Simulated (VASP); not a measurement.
Runs of VASP 6.6.1 on PbF2. The structure is that of space group I4/mmm (No. 139), or close to it. The cells are those of the table. 

```csv
cell,gap on the mesh (eV),pressure (GPa)
"a = 4.277, b = 4.277, c = 4.069 Å, angles 61.6, 61.6, 56.8°, 3 atoms",4.58,-1.1
"a = 4.463, b = 4.463, c = 3.848 Å, angles 64.5, 64.5, 51.1°, 3 atoms",3.61,-3.1
"a = 4.366, b = 4.366, c = 3.952 Å, angles 63.1, 63.1, 53.8°, 3 atoms",4.08,(a)
"a = 4.083, b = 4.083, c = 4.715 Å, angles 54.7, 54.7, 70.5°, 3 atoms",3.34,-2.3
"a = 4.677, b = 4.677, c = 3.669 Å, angles 66.9, 66.9, 46.2°, 3 atoms",2.80,(b)
```

Alike in all rows: task single point; level r2SCAN; potentials or basis VASP PAW PBE potentials, release 64 (Pb_d, F); no spin polarisation; k mesh 8 × 8 × 8; cutoff (eV) 520; smearing gaussian 0.05 eV.

Task: Fill in the values left out.

Result: (a) -1.9; (b) -5.4.

Caveats: the PAW data sets were made with another functional, which shifts forces and pressure a little; spin-orbit coupling is left out, which moves the levels of the heavy elements; the cell stands under tension (at least some runs).

A k mesh can miss the band edges, and the runs leave out spin-orbit coupling on Pb.
